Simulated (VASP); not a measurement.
# ZnS (P6_3mc) in VASP: notebook, part 2 of 2

VASP 6.6.1. The steps go on from the part before.

## (3) Single point, PBE (strain -0.0050 x Voigt [1, 1, 0, 0, 0, 0])

INCAR reads:

```
SYSTEM = ZnS
PREC = Accurate
ENCUT = 520
EDIFF = 1E-6
ISMEAR = 0
SIGMA = 0.05
LREAL = .FALSE.
LASPH = .TRUE.
NELM = 80
ALGO = Normal
ISIF = 2
LWAVE = .FALSE.
LCHARG = .TRUE.
GGA = PE
LELF = .TRUE.
LVHAR = .TRUE.
NBANDS = 26
```

KPOINTS reads:

```
regular mesh
0
G
  12 12 4
  0 0 0
```

POSCAR reads:

```
ZnS
1.0
    3.8262655239      0.0000000000      0.0000000000
   -1.9131327619      3.3136431454      0.0000000000
    0.0000000000      0.0000000000      6.3053333047
Zn S
2 2
Direct
    0.3333333333      0.6666666667      0.0052197899
    0.6666666667      0.3333333333      0.5052197899
    0.3333333333      0.6666666667      0.3797802101
    0.6666666667      0.3333333333      0.8797802101
```

Potentials or basis: VASP PAW PBE potentials, release 64 (Zn, S).

Started as:

```console
$ cat potpaw_PBE.64/Zn/POTCAR potpaw_PBE.64/S/POTCAR > POTCAR
$ mpirun -np 1 vasp_std > vasp.out
```

OUTCAR:

```text
SYSTEM = ZnS
   PREC = Accurate
   ENCUT = 520
   EDIFF = 1E-6
   ISMEAR = 0
   LREAL = .FALSE.
   LASPH = .TRUE.
   NELM = 80
   ISIF = 2
   GGA = PE

 ion  position               nearest neighbor table
   1  0.333  0.667  0.005-   4 2.35   4 2.35   4 2.35   3 2.36
   2  0.667  0.333  0.505-   3 2.35   3 2.35   3 2.35   4 2.36
   3  0.333  0.667  0.380-   2 2.35   2 2.35   2 2.35   1 2.36
   4  0.667  0.333  0.880-   1 2.35   1 2.35   1 2.35   2 2.36

  LATTYP: Found a hexagonal cell.
 ALAT       =     3.8262655239
 C/A-ratio  =     1.6479079315

  Lattice vectors:

 A1 = (   3.8262655239,   0.0000000000,   0.0000000000)
 A2 = (  -1.9131327619,   3.3136431454,   0.0000000000)
 A3 = (   0.0000000000,   0.0000000000,   6.3053333047)

Analysis of symmetry for initial positions (statically):
=====================================================================
 Subroutine PRICEL returns:
 Original cell was already a primitive cell.

 Routine SETGRP: Setting up the symmetry group for a
 hexagonal supercell.

 Subroutine GETGRP returns: Found 12 space group operations
 (whereof  6 operations were pure point group operations)
 out of a pool of 24 trial point group operations.

The static configuration has the point symmetry C_3v.
 The point group associated with its full space group is C_6v.

Analysis of symmetry for dynamics (positions and initial velocities):
=====================================================================
 Subroutine PRICEL returns:
 Original cell was already a primitive cell.

 Routine SETGRP: Setting up the symmetry group for a
 hexagonal supercell.

 Subroutine GETGRP returns: Found 12 space group operations
 (whereof  6 operations were pure point group operations)
 out of a pool of 24 trial point group operations.

The dynamic configuration has the point symmetry C_3v.
[... 114 lines left out ...]
   PSTRESS=    0.0 pullay stress
   NELECT =      36.0000    total number of electrons
   NUPDOWN=      -1.0000    fix difference up-down
   EMIN   =  10.00;   EMAX   =-10.00  energy-range for DOS
   EFERMI =   0.00;   METHOD = LEGACY
   ISMEAR =     0;   SIGMA  =   0.05  broadening in eV -4-tet -1-fermi 0-gaus
   EFERMI_NEDOS =   21; number of points for ismear=-14 and -15
   IALGO  =     38    algorithm
   IMIX   =      4    mixing-type and parameters
     AMIX     =   0.40;   BMIX     =  1.00
     AMIX_MAG =   1.60;   BMIX_MAG =  1.00
  volume/ion in A,a.u.               =      19.99       134.87
  Fermi-wavevector in a.u.,A,eV,Ry     =   1.254814  2.371255 21.423166  1.574558
  Thomas-Fermi vector in A             =   2.388601
   LORBIT       =      0    0 simple, 1 ext, 2 COOP (PROOUT), +10 PAW based schemes
   GGA     = PE    functional components
   LHFCALC =     F    Hartree Fock is set to
   AEXX    =    0.0000 exact exchange contribution
   IVDW    =     0    specifies the selected vdW correction
   LEPSILON=     F    determine dielectric tensor
   LRPA    =     F    only Hartree local field effects (RPA)
 non-spin polarized calculation
 Gauss-broadening in eV      SIGMA  =   0.05
  energy-cutoff  :      520.00
  volume of cell :       79.94
 maximum number of plane-waves:      2184
   NGX = 15   NGY = 15   NGZ = 23

 number of electron      35.9999980 magnetization

 Free energy of the ion-electron system (eV)
  ---------------------------------------------------
  ext. energy  EPLUGINS =         0.00000000
  ---------------------------------------------------
  free energy    TOTEN  =       -13.69059291 eV

  energy without entropy =      -13.69059291  energy(sigma->0) =      -13.69059291

 E-fermi :   2.2744     XC(G=0):  -9.5630

 val. band max:        2.0094337922   @ k =   0.0000   0.0000   0.0000
 cond. band min:       4.1257703914   @ k =   0.0000   0.0000   0.0000
 fundamental gap:      2.1163365993
 Fermi energy:         2.2743567884

 k-point     1 :       0.0000    0.0000    0.0000
  band No.  band energies     occupation
      1     -11.0710      2.00000
      2     -10.1753      2.00000
      3      -4.2867      2.00000
      4      -4.2786      2.00000
      5      -4.2786      2.00000
      6      -4.2004      2.00000
[... 685 lines left out ...]
     25      10.7390      0.00000
     26      11.7569      0.00000

 [... further k-points ...]
[... 5 lines left out ...]
  --------------------------------------------------------------------------------------
  -------------------------------------------------------------------------------------
  Total        0.5317992      0.5317992      0.2014032      0.0000000      0.0000000      0.0000000
  in kB       10.6578437     10.6578437      4.0363435      0.0000000      0.0000000      0.0000000
  external PRESSURE =       8.4506770 kB  Pullay stress =       0.0000000 kB

 VOLUME and BASIS-vectors are now :
 -----------------------------------------------------------------------------
  energy-cutoff  :      520.00
  volume of cell :       79.94
      direct lattice vectors                 reciprocal lattice vectors
     3.826265524  0.000000000  0.000000000     0.261351439  0.150891324  0.000000000
    -1.913132762  3.313643145  0.000000000     0.000000000  0.301782647  0.000000000
     0.000000000  0.000000000  6.305333305     0.000000000  0.000000000  0.158595898

 POSITION                                       TOTAL-FORCE (eV/Angst)
 -----------------------------------------------------------------------------------
     -0.00000      2.20910      0.03291         0.000000     -0.000000      0.032952
      1.91313      1.10455      3.18558        -0.000000      0.000000      0.032952
     -0.00000      2.20910      2.39464        -0.000000     -0.000000     -0.032952
      1.91313      1.10455      5.54731        -0.000000     -0.000000     -0.032952
 -----------------------------------------------------------------------------------
    total drift:                               -0.000000     -0.000000      0.000042

  FREE ENERGIE OF THE ION-ELECTRON SYSTEM (eV)
  ---------------------------------------------------
  free  energy   TOTEN  =       -13.6905929077 eV

  energy  without entropy=      -13.6905929077  energy(sigma->0) =      -13.69059291
```

OSZICAR:

```text
N       E                     dE             d eps       ncg     rms          rms(c)
DAV:   1     0.244526330361E+03    0.24453E+03   -0.17110E+04  2964   0.166E+03
DAV:   2     0.100330115290E+02   -0.23449E+03   -0.22460E+03  3060   0.352E+02
DAV:   3    -0.139536530929E+02   -0.23987E+02   -0.23746E+02  3548   0.111E+02
DAV:   4    -0.145364884033E+02   -0.58284E+00   -0.58159E+00  3446   0.175E+01
DAV:   5    -0.145453993165E+02   -0.89109E-02   -0.89082E-02  3576   0.213E+00    0.953E+00
DAV:   6    -0.136996426337E+02    0.84576E+00   -0.16310E+00  4448   0.366E+01    0.735E+00
DAV:   7    -0.136956989113E+02    0.39437E-02   -0.11977E+00  3142   0.639E+00    0.339E+00
DAV:   8    -0.136896361826E+02    0.60627E-02   -0.35364E-02  3664   0.187E+00    0.936E-01
DAV:   9    -0.136902148175E+02   -0.57863E-03   -0.85875E-03  3994   0.134E+00    0.223E-01
DAV:  10    -0.136903709041E+02   -0.15609E-03   -0.62883E-04  3406   0.327E-01    0.915E-02
DAV:  11    -0.136905905326E+02   -0.21963E-03   -0.35382E-04  3064   0.121E-01    0.547E-02
DAV:  12    -0.136905897043E+02    0.82829E-06   -0.12198E-05  3640   0.310E-02    0.113E-02
DAV:  13    -0.136905928181E+02   -0.31137E-05   -0.43943E-06  2964   0.145E-02    0.204E-03
DAV:  14    -0.136905929077E+02   -0.89675E-07   -0.48179E-07  2442   0.137E-02
   1 F= -.13690593E+02 E0= -.13690593E+02  d E =-.629117E-16
```

stdout:

```text
POSCAR found type information on POSCAR ZnS
 POSCAR found :  2 types and       4 ions
 scaLAPACK will be used
 LDA part: xc-table for (Slater+PW92), standard interpolation
 POSCAR, INCAR and KPOINTS ok, starting setup
 FFT: planning ... GRIDC
 FFT: planning ... GRID_SOFT
 FFT: planning ... GRID
 WAVECAR not read
 entering main loop
```

It took 80 s on 1 thread of Intel Xeon Platinum 8259CL at 2.50GHz (Skylake/Cascade Lake), shared host; peak memory 0.24 GiB.

What came out:

```yaml
Free_energy: -13.6906 eV
Pressure: 0.8 GPa
Largest_force: 0.033 eV/Å
Band_gap_on_the_k_mesh: 2.12 eV, direct
```

Forces on the atoms (eV/Å):
```
Zn   0.000  0.000  0.033
Zn   0.000  0.000  0.033
S    0.000  0.000 -0.033
S    0.000  0.000 -0.033
```

Levels at points of the mesh, in eV from the valence-band top:
```tsv
k point	band 14	band 15	band 16	band 17	band 18	band 19	band 20	band 21	band 22	band 23
(0.00, 0.00, 0.00)	-0.85	-0.85	-0.09	0.00	0.00	2.12	3.10	6.34	6.34	6.53
(0.50, 0.00, 0.00)	-4.07	-3.19	-2.17	-1.64	-0.87	3.69	4.19	5.11	6.94	7.28
(0.00, 0.00, 0.50)	-2.85	-0.45	-0.45	-0.45	-0.45	3.52	3.52	6.75	6.75	6.79
(0.50, 0.00, 0.50)	-4.79	-1.61	-1.61	-1.57	-1.57	3.53	3.53	5.22	5.22	8.79
```

Caveat: the cell differs from its parent crystal (strain -0.0050 x Voigt [1, 1, 0, 0, 0, 0]). A k mesh can miss the band edges.

## (4) Single point, PBE (strain +0.0050 x Voigt [1, 1, 0, 0, 0, 0])

INCAR reads:

```
ALGO = Normal
EDIFF = 1E-6
ENCUT = 520
GGA = PE
ISIF = 2
ISMEAR = 0
LASPH = T
LCHARG = T
LELF = T
LREAL = F
LVHAR = T
LWAVE = F
NBANDS = 26
NELM = 60
PREC = Accurate
SIGMA = 0.05
```

KPOINTS reads:

```
k-points
0
Gamma
  12 12 4
```

Changes to POSCAR since step 3:

```diff
@@ -2,4 +2,4 @@
 1.0
-    3.8262655239      0.0000000000      0.0000000000
-   -1.9131327619      3.3136431454      0.0000000000
+    3.8647204538      0.0000000000      0.0000000000
+   -1.9323602269      3.3469460915      0.0000000000
     0.0000000000      0.0000000000      6.3053333047
```

Started as:

```console
$ cat potpaw_PBE.64/Zn/POTCAR potpaw_PBE.64/S/POTCAR > POTCAR
$ mpirun -np 1 vasp_std > vasp.out
```

Wall time 94 s (1 thread of Intel Xeon Platinum 8259CL at 2.50GHz (Skylake/Cascade Lake), shared host); peak memory 0.25 GiB.

Results (log left out):

```
Free energy            : -13.6923 eV
Pressure               : -0.5 GPa
Largest force          : 0.028 eV/Å
Band gap on the k mesh : 2.05 eV, direct
```

Forces on the atoms (eV/Å):
```
Zn   0.000  0.000 -0.028
Zn   0.000  0.000 -0.028
S    0.000  0.000  0.028
S    0.000  0.000  0.028
```

Stress tensor (GPa, compression positive):
```
-0.76  0.00  0.00
 0.00 -0.76  0.00
 0.00  0.00 -0.13
```

Levels at points of the mesh, in eV from the valence-band top:
```
           k point  band 16  band 17  band 18  band 19  band 20  band 21
(0.00, 0.00, 0.00)    -0.06     0.00     0.00     2.05     3.01     6.32
(0.50, 0.00, 0.00)    -2.12    -1.57    -0.82     3.68     4.17     5.17
(0.00, 0.00, 0.50)    -0.45    -0.45    -0.45     3.44     3.44     6.76
(0.50, 0.00, 0.50)    -1.52    -1.52    -1.52     3.55     3.55     5.26
```

Caveat: the cell differs from its parent crystal (strain +0.0050 x Voigt [1, 1, 0, 0, 0, 0]).

## (5) Single point, PBE (strain +0.0100 x Voigt [1, 1, 0, 0, 0, 0])

INCAR reads:

```
PREC = Accurate
ENCUT = 520
EDIFF = 1E-7
ISMEAR = 0
SIGMA = 0.05
LREAL = False
LASPH = True
NELM = 80
ALGO = Normal
ISIF = 2
LWAVE = False
LCHARG = False
GGA = PE
NBANDS = 26
```

KPOINTS reads:

```
Automatic mesh
0
Gamma
  12 12 4
```

Changes to POSCAR since step 4:

```diff
@@ -2,4 +2,4 @@
 1.0
-    3.8647204538      0.0000000000      0.0000000000
-   -1.9323602269      3.3469460915      0.0000000000
+    3.8839479188      0.0000000000      0.0000000000
+   -1.9419739594      3.3635975646      0.0000000000
     0.0000000000      0.0000000000      6.3053333047
```

Started as:

```console
$ cat potpaw_PBE.64/Zn/POTCAR potpaw_PBE.64/S/POTCAR > POTCAR
$ mpirun -np 1 vasp_std > vasp.out
```

Wall time 1.8 min (1 thread of Intel Xeon Platinum 8259CL at 2.50GHz (Skylake/Cascade Lake), shared host); peak memory 0.25 GiB.

It converged, with:

| Item | Value |
| --- | --- |
| Free energy | -13.6865 eV |
| Pressure | -1.2 GPa |
| Largest force | 0.054 eV/Å |
| Band gap on the k mesh | 2.01 eV, direct |

Forces on the atoms (eV/Å):
```
Zn   0.000  0.000 -0.054
Zn   0.000  0.000 -0.054
S    0.000  0.000  0.054
S    0.000  0.000  0.054
```

Stress tensor (GPa, compression positive):
```
-1.58  0.00  0.00
 0.00 -1.58  0.00
 0.00  0.00 -0.37
```

Levels at points of the mesh, in eV from the valence-band top:
| k point | band 16 | band 17 | band 18 | band 19 | band 20 | band 21 |
| --- | --- | --- | --- | --- | --- | --- |
| (0.00, 0.00, 0.00) | -0.04 | 0.00 | 0.00 | 2.01 | 2.96 | 6.31 |
| (0.50, 0.00, 0.00) | -2.09 | -1.54 | -0.80 | 3.67 | 4.15 | 5.20 |
| (0.00, 0.00, 0.50) | -0.45 | -0.45 | -0.45 | 3.39 | 3.39 | 6.75 |
| (0.50, 0.00, 0.50) | -1.50 | -1.48 | -1.48 | 3.56 | 3.56 | 5.28 |

Caveat: the cell differs from its parent crystal (strain +0.0100 x Voigt [1, 1, 0, 0, 0, 0]).

## (6) Overview

```csv
cell,gap on the mesh (eV),pressure (GPa),largest force (eV/Å)
"a = 3.807, b = 3.807, c = 6.305 Å, angles 90.0, 90.0, 120.0°, 4 atoms",2.15,1.6,0.07
"a = 3.826, b = 3.826, c = 6.305 Å, angles 90.0, 90.0, 120.0°, 4 atoms",2.12,0.8,0.03
"a = 3.865, b = 3.865, c = 6.305 Å, angles 90.0, 90.0, 120.0°, 4 atoms",2.05,-0.5,0.03
"a = 3.884, b = 3.884, c = 6.305 Å, angles 90.0, 90.0, 120.0°, 4 atoms",2.01,-1.2,0.05
```

Alike in all rows: task single point; level PBE; potentials or basis VASP PAW PBE potentials, release 64 (Zn, S); no spin polarisation; k mesh 12 × 12 × 4; cutoff (eV) 520; smearing gaussian 0.05 eV.

Absolute energies hang on the potentials; compare differences alone.
